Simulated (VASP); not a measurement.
**KCl: single point with LDA**

Crystal: KCl.

```
K Cl
1.0
     7.66838    0.00000    0.00000
     0.00000    7.66838    0.00000
     0.00000    0.00000    3.83419
K Cl
4 4
Direct
  0.00318 0.98621 0.98804
  0.99947 0.49706 0.03714
  0.49519 0.00284 0.03393
  0.49642 0.52613 0.98158
  0.25851 0.23563 0.49736
  0.23918 0.73649 0.45287
  0.76058 0.25323 0.48836
  0.74839 0.76104 0.51584
```

| Property | Result |
| --- | --- |
| Program | VASP 6.6.1 |
| Task | single point |
| Functional | LDA |
| Potentials or basis | VASP PAW LDA potentials, release 64 (K_sv, Cl) |
| Cutoff | 400 eV |
| k mesh | 1 × 1 × 2 |
| Occupations | fermi-dirac, width 0.1 eV |
| Spin | no spin polarisation |
| Dipole correction | no |
| Further INCAR settings | ALGO = Normal; EDIFF = 1e-06; NBANDS = 42 |

```
Pressure               : -1.5 GPa
Largest force          : 0.252 eV/Å
Band gap on the k mesh : 4.12 eV
```

Forces on the atoms (eV/Å):
```
K   -0.071  0.186 -0.015
K   -0.090 -0.188 -0.057
K    0.112  0.194 -0.007
K    0.067 -0.241 -0.033
Cl   0.019 -0.001  0.095
Cl   0.082  0.012 -0.019
Cl  -0.007  0.077 -0.031
Cl  -0.112 -0.040  0.069
```

Stress tensor (GPa, compression positive):
```
-1.56  0.06 -0.01
 0.06 -1.50  0.10
-0.01  0.10 -1.37
```

Levels at points of the mesh, in eV from the valence-band top:
```tsv
k point	band 30	band 31	band 32	band 33	band 34	band 35
(0.00, 0.00, 0.00)	-0.20	-0.17	0.00	4.12	5.55	5.97
(0.00, 0.00, 0.50)	-0.38	-0.12	-0.03	5.54	5.57	6.68
```

Wall time 14 s on 1 thread of Intel(R) Xeon(R) Platinum 8259CL CPU @ 2.50GHz (Skylake/Cascade Lake), on a shared host, peak memory 0.19 GiB.

Caveat: the k points lie up to 0.82 Å⁻¹ apart.
